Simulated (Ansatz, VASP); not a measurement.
## Sn: VASP beside Ansatz

INCAR

```
PREC = Accurate
ENCUT = 520
EDIFF = 1E-6
ISMEAR = 0
SIGMA = 0.15
LREAL = F
LASPH = T
NELM = 100
ALGO = Fast
ISIF = 2
LWAVE = F
LCHARG = F
GGA = PS
NBANDS = 13
```

The input KPOINTS:

```
regular mesh
0
Gamma
  22 22 22
```

Contents of POSCAR:

```
Sn
1.0
   -1.8536710714      1.8536710714      1.8723950216
    1.8536710714     -1.8536710714      1.8723950216
    1.8536710714      1.8536710714     -1.8723950216
Sn
1
Direct
    0.0000000000      0.0000000000      0.0000000000
```

Input for Ansatz:

```yaml
crystal:
  lattice:
    - [-1.8536710714, 1.8536710714, 1.8723950216]
    - [1.8536710714, -1.8536710714, 1.8723950216]
    - [1.8536710714, 1.8536710714, -1.8723950216]
  atoms:
    - { symbol: Sn, position: [0.0, 0.0, 0.0] }
basis:
  ecutwfc: 420
kpoints:
  mp_grid: { grid: [22, 22, 22] }
hamiltonian:
  xc: pbesol
scf:
  occupations: { method: gaussian, width: 0.15 }
output:
  forces: true
  stress: true
  eigenvalues: true
```

Change from the starting cell: strain -0.0100 x Voigt [1, 1, 0, 0, 0, 0], atoms carried along.

Alike in both runs: task single point; functional PBEsol; k mesh 22 × 22 × 22; occupations gaussian, width 0.15 eV; no spin polarisation.

```csv
,VASP,Ansatz
version,VASP 6.6.1,Ansatz 0.2.0
potentials or method,"VASP PAW PBE potentials, release 64 (Sn_d), cutoff 520 eV","scalar-relativistic, plane waves, PAW"
valence electrons in the cell,14,14
```

|  | VASP | Ansatz | Ansatz less VASP |
| --- | --- | --- | --- |
| gap on the k mesh at the Fermi level (eV) | none | none | - |
| pressure (GPa) | 0.8 | 0.8 | +0.02 |

VASP's potentials were made for PBE, not for PBEsol. A gap of «none» marks a metal or a gap that the smearing closes. The functional is the same, so the differences come from potentials, cutoffs and numerics.
